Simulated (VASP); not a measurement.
Set up this calculation in VASP 6.6.1, as the native input.

- Task: single point
- Functional: PBE
- Potentials or basis: VASP PAW PBE potentials, release 64 (Ca_sv, O)
- Cutoff: 520 eV
- k mesh: 4 × 4 × 4
- Occupations: gaussian, width 0.01 eV
- Spin: no spin polarisation
- Dipole correction: no
- Further INCAR settings: ALGO = Normal; EDIFF = 1e-06; NBANDS = 15

The structure of CaO lies in POSCAR:

```
CaO
1.0
    0.0000000000      2.5625413058      2.5625413058
    2.5625413058      0.0000000000      2.5625413058
    2.5625413058      2.5625413058      0.0000000000
Ca O
1 1
Direct
    0.0000000000      0.0000000000      0.0000000000
    0.2500000000      0.2500000000      0.2500000000
```

This cell differs from its parent crystal: volume changed by -5%.

The input as run:

INCAR

```
SYSTEM = CaO
PREC = Accurate
ENCUT = 520
EDIFF = 1E-6
ISMEAR = 0
SIGMA = 0.01
LREAL = .FALSE.
LASPH = .TRUE.
NELM = 100
ALGO = Normal
ISIF = 2
LWAVE = .FALSE.
LCHARG = .FALSE.
GGA = PE
NBANDS = 15
```

KPOINTS

```
regular mesh
0
G
  4 4 4
  0 0 0
```

Potentials or basis: VASP PAW PBE potentials, release 64 (Ca_sv, O).

Run with:

```bash
$ cat potpaw_PBE.64/Ca_sv/POTCAR potpaw_PBE.64/O/POTCAR > POTCAR
$ mpirun -np 1 vasp_std > vasp.out
```

It gave:

- Pressure: 6.6 GPa
- Band gap on the k mesh: 3.50 eV, indirect (least direct gap 4.23 eV)

Caveat: the k points lie up to 0.53 Å⁻¹ apart.

Run time: 13 s on 1 thread of AMD EPYC 7R13, on a shared host, peak memory 0.12 GiB.
